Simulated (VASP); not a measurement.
# Al2Cl (P4/mmm) in VASP: a series of runs, part 2 of 2

VASP 6.6.1. The steps go on from the part before.

## (3) Relaxation of cell and atoms, PBE

This run uses another cell than the first one, of 18.74 Å³/atom.

File INCAR:

```
SYSTEM = Al2Cl
PREC     = Accurate       ! precision mode
ENCUT    = 600            ! plane-wave cutoff, eV
EDIFF    = 1E-6           ! SCF threshold, eV
ISMEAR   = 0              ! smearing method
SIGMA    = 0.1            ! smearing width, eV
LREAL    = .FALSE.        ! projectors in reciprocal space
LASPH    = .TRUE.         ! aspherical terms in the spheres
NELM     = 60             ! most SCF steps
ALGO     = Normal         ! electronic algorithm
ISIF     = 3              ! what is computed and relaxed
LWAVE    = .FALSE.        ! write WAVECAR
LCHARG   = .FALSE.        ! write CHGCAR
GGA      = PE             ! functional
IBRION   = 2              ! ionic algorithm
NSW      = 90             ! ionic steps
EDIFFG   = -0.04          ! ionic threshold
```

File KPOINTS:

```
regular mesh
0
G
  6 6 4
  0 0 0
```

File POSCAR:

```
Al2Cl
1.0
    3.0093149000      0.0000000000      0.0000000000
    0.0000000000      3.0093149000      0.0000000000
    0.0000000000      0.0000000000      6.2089720400
Al Cl
2 1
Direct
    0.5000000000      0.5000000000      0.2949999900
    0.5000000000      0.5000000000      0.7050000100
    0.0000000000      0.0000000000      0.0000000000
```

Potentials or basis: VASP PAW PBE potentials, release 64 (Al, Cl).

Run with:

```
$ cat potpaw_PBE.64/Al/POTCAR potpaw_PBE.64/Cl/POTCAR > POTCAR
$ mpirun -np 1 vasp_std > vasp.out
```

Wall time 25 s (1 thread of Intel Xeon 6975P-C (Granite Rapids), shared host); peak memory 0.17 GiB.

It converged, with:

```
Free energy                           : -8.8265 eV
Relaxed volume                        : 21.67 Å³/atom
Relaxed cell                          : a = 3.052 Å, b = 3.052 Å, c = 6.980 Å, α = 90.00°, β = 90.00°, γ = 90.00°
Space group after relaxing (to 0.1 Å) : P4/mmm (No. 123)
Energy gained by relaxing             : 95.2 meV/atom
Ionic steps                           : 7
Pressure after relaxing               : 0.0 GPa
Largest force after relaxing          : 0.016 eV/Å
Band gap on the k mesh                : zero (an odd number of electrons rules out a gap without spin polarisation)
```

Forces in eV/Å, atoms in the order of the input:
```
Al   0.000  0.000  0.016
Al   0.000  0.000 -0.016
Cl   0.000  0.000  0.000
```

Stress tensor (GPa, compression positive):
```
-0.12  0.00  0.00
 0.00 -0.12  0.00
 0.00  0.00  0.09
```

The path:
```
step  energy change (eV)  largest force (eV/Å)  pressure (GPa)  volume (Å³)
   1              0.0000                0.1326            7.02        56.23
   2             -0.2507                0.0713            1.53        63.12
   3             -0.2751                0.0607           -0.41        66.22
   4             -0.2750                0.0579           -0.52        66.43
   5             -0.2803                0.0465           -0.36        65.91
   6             -0.2849                0.0002            0.15        64.56
   7             -0.2855                0.0164           -0.05        65.01
```

Final structure:
```xyz
3
Lattice="3.0518 0.0000 0.0000 0.0000 3.0518 0.0000 0.0000 0.0000 6.9803" Properties=species:S:1:pos:R:3 pbc="T T T"
Al    1.5259    1.5259    2.0784
Al    1.5259    1.5259    4.9019
Cl    0.0000    0.0000    0.0000
```

Levels at points of the mesh, in eV from the Fermi level:
| k point | band 4 | band 5 | band 6 | band 7 | band 8 | band 9 | band 10 |
| --- | --- | --- | --- | --- | --- | --- | --- |
| (0.00, 0.00, 0.00) | -2.50 | -2.50 | -1.61 | -0.30 | 5.20 | 5.94 | 6.19 |
| (0.50, 0.00, 0.00) | -3.86 | -2.87 | -2.55 | -1.92 | 1.36 | 3.23 | 5.15 |
| (0.50, 0.50, 0.00) | -4.03 | -1.75 | 0.22 | 0.22 | 0.61 | 0.61 | 1.30 |
| (0.00, 0.00, 0.50) | -4.75 | -2.49 | -2.49 | 2.62 | 3.18 | 6.35 | 6.42 |
| (0.50, 0.00, 0.50) | -4.80 | -1.92 | -1.19 | -0.78 | -0.68 | 0.73 | 6.92 |
| (0.50, 0.50, 0.50) | -4.05 | -1.39 | -0.62 | -0.62 | -0.42 | 2.21 | 2.21 |

Caveat: the volume moved by over 15 % at a fixed basis, so the end points are rough; an odd number of electrons without spin polarisation forces a metal; a magnetic or distorted state may lie lower.

## (4) Single point, PBE

This run uses another cell than the first one, of 21.58 Å³/atom.

File INCAR:

```
PREC = Accurate ; ENCUT = 520
EDIFF = 1E-6 ; ISMEAR = 0
SIGMA = 0.1 ; LREAL = False
LASPH = True ; NELM = 60
ALGO = Normal ; ISIF = 2
LWAVE = False ; LCHARG = False
GGA = PE ; NBANDS = 14
```

File KPOINTS:

```
regular mesh
0
Gamma
  16 16 8
```

File POSCAR:

```
Al2Cl
1.0
    3.0578881363      0.0000000000      0.0000000000
    0.0000000000      3.0578881363      0.0000000000
    0.0000000000      0.0000000000      6.9248945074
Al Cl
2 1
Direct
    0.5000000000      0.5000000000      0.2996766311
    0.5000000000      0.5000000000      0.7003233689
    0.0000000000      0.0000000000      0.0000000000
```

Run with:

```
$ cat potpaw_PBE.64/Al/POTCAR potpaw_PBE.64/Cl/POTCAR > POTCAR
$ mpirun -np 1 vasp_std > vasp.out
```

It took 48 s on 1 thread of Intel Xeon 6975P-C (Granite Rapids), shared host; peak memory 0.3 GiB.

It converged, with:

| Quantity | Value |
| --- | --- |
| Free energy | -8.8756 eV |
| Pressure | 0.0 GPa |
| Largest force | 0.004 eV/Å |
| Band gap on the k mesh | zero (an odd number of electrons rules out a gap without spin polarisation) |

Forces in eV/Å, atoms in the order of the input:
```
Al   0.000  0.000  0.004
Al   0.000  0.000 -0.004
Cl   0.000  0.000  0.000
```

Stress tensor (GPa, compression positive):
```
-0.05  0.00  0.00
 0.00 -0.05  0.00
 0.00  0.00  0.03
```

Levels at points of the mesh, in eV from the Fermi level:
| k point | band 4 | band 5 | band 6 | band 7 | band 8 | band 9 | band 10 | band 11 |
| --- | --- | --- | --- | --- | --- | --- | --- | --- |
| (0.00, 0.00, 0.00) | -2.44 | -2.44 | -1.44 | -0.19 | 5.27 | 5.97 | 6.36 | 7.02 |
| (0.50, 0.00, 0.00) | -3.86 | -2.76 | -2.51 | -1.87 | 1.52 | 3.33 | 5.27 | 5.86 |
| (0.50, 0.50, 0.00) | -3.96 | -1.78 | 0.24 | 0.24 | 0.71 | 0.71 | 1.33 | 1.42 |
| (0.00, 0.00, 0.50) | -4.68 | -2.44 | -2.44 | 2.74 | 3.30 | 6.40 | 6.40 | 6.41 |
| (0.50, 0.00, 0.50) | -4.80 | -1.87 | -1.14 | -0.64 | -0.54 | 0.80 | 7.05 | 7.43 |
| (0.50, 0.50, 0.50) | -3.98 | -1.43 | -0.60 | -0.60 | -0.37 | 2.34 | 2.34 | 3.91 |

Caveat: an odd number of electrons without spin polarisation forces a metal; a magnetic or distorted state may lie lower.

## (5) Relaxation of cell and atoms, PBE

File INCAR:

```
SYSTEM = Al2Cl
  PREC = Accurate
  ENCUT = 600
  EDIFF = 1E-6
  ISMEAR = 0
  SIGMA = 0.1
  LREAL = .FALSE.
  LASPH = .TRUE.
  NELM = 100
  ALGO = Normal
  ISIF = 3
  LWAVE = .FALSE.
  LCHARG = .FALSE.
  GGA = PE
  IBRION = 2
  NSW = 100
  EDIFFG = -0.01
```

File KPOINTS:

```
Automatic mesh
0
G
  16 16 8
  0 0 0
```

File POSCAR:

```
Al2Cl
1.0
    3.0606196334      0.0000000000      0.0000000000
    0.0000000000      3.0606196334      0.0000000000
    0.0000000000      0.0000000000      6.9571048308
Al Cl
2 1
Direct
    0.5000000000      0.5000000000      0.2986424850
    0.5000000000      0.5000000000      0.7013575150
    0.0000000000      0.0000000000      0.0000000000
```

Run with:

```
$ cat potpaw_PBE.64/Al/POTCAR potpaw_PBE.64/Cl/POTCAR > POTCAR
$ mpirun -np 1 vasp_std > vasp.out
```

Run time: 91 s. Hardware: 1 thread of Intel Xeon 6975P-C (Granite Rapids), shared host; peak memory 0.31 GiB.

Results (log left out):

* Free energy: -8.8759 eV
* Relaxed volume: 21.58 Å³/atom
* Relaxed cell: a = 3.057 Å, b = 3.057 Å, c = 6.927 Å, α = 90.00°, β = 90.00°, γ = 90.00°
* Space group after relaxing (to 0.1 Å): P4/mmm (No. 123)
* Energy gained by relaxing: 0.3 meV/atom
* Ionic steps: 5
* Pressure after relaxing: 0.0 GPa
* Band gap on the k mesh: zero (an odd number of electrons rules out a gap without spin polarisation)

Step by step:
```
step  energy change (eV)  largest force (eV/Å)  pressure (GPa)  volume (Å³)
   1              0.0000                0.0535           -0.24        65.17
   2             -0.0006                0.0370           -0.07        64.87
   3             -0.0008                0.0249            0.05        64.66
   4             -0.0008                0.0127            0.03        64.70
   5             -0.0009                0.0010            0.00        64.74
```

Final structure:
```
Al Cl
1.0
     3.05706    0.00000    0.00000
     0.00000    3.05706    0.00000
     0.00000    0.00000    6.92720
Al Cl
2 1
Direct
  0.50000 0.50000 0.29979
  0.50000 0.50000 0.70021
  0.00000 0.00000 0.00000
```

Levels at points of the mesh, in eV from the Fermi level:
```
           k point  band 3  band 4  band 5  band 6  band 7  band 8  band 9  band 10
(0.00, 0.00, 0.00)   -7.35   -2.43   -2.43   -1.44   -0.19    5.28    5.98     6.36
(0.50, 0.00, 0.00)   -5.35   -3.86   -2.76   -2.51   -1.86    1.52    3.32     5.27
(0.50, 0.50, 0.00)   -5.65   -3.95   -1.78    0.24    0.24    0.72    0.72     1.33
(0.00, 0.00, 0.50)   -4.83   -4.68   -2.43   -2.43    2.74    3.31    6.41     6.41
(0.50, 0.00, 0.50)   -5.52   -4.80   -1.86   -1.14   -0.64   -0.54    0.80     7.06
(0.50, 0.50, 0.50)   -5.63   -3.98   -1.43   -0.60   -0.60   -0.36    2.34     2.34
```

Caveat: an odd number of electrons without spin polarisation forces a metal; a magnetic or distorted state may lie lower.

## (6) Overview

| task | cell | k mesh | cutoff (eV) | gap on the mesh (eV) | pressure (GPa) | relaxed volume (Å³/atom) | largest force (eV/Å) |
| --- | --- | --- | --- | --- | --- | --- | --- |
| single point | a = 3.061, b = 3.061, c = 6.957 Å, 3 atoms, atomic positions A | 6 × 6 × 4 | 520 | none | -0.1 | - | 0.01 |
| relaxation of cell and atoms | relaxed from a = 3.009, b = 3.009, c = 6.209 Å, 3 atoms, atomic positions B | 6 × 6 × 4 | 600 | none | 0.0 | 21.67 | 0.02 |
| single point | a = 3.058, b = 3.058, c = 6.925 Å, 3 atoms, atomic positions A | 16 × 16 × 8 | 520 | none | 0.0 | - | - |
| relaxation of cell and atoms | relaxed from a = 3.061, b = 3.061, c = 6.957 Å, 3 atoms, atomic positions A | 16 × 16 × 8 | 600 | none | 0.0 | 21.58 | - |

Alike in all rows: level PBE; potentials or basis VASP PAW PBE potentials, release 64 (Al, Cl); no spin polarisation; smearing gaussian 0.1 eV.

Caveats: an odd number of electrons without spin polarisation forces a metal; a magnetic or distorted state may lie lower; the volume moved by over 15 % at a fixed basis, so the end points are rough (at least some runs).

Absolute energies hang on the potentials; compare differences alone.
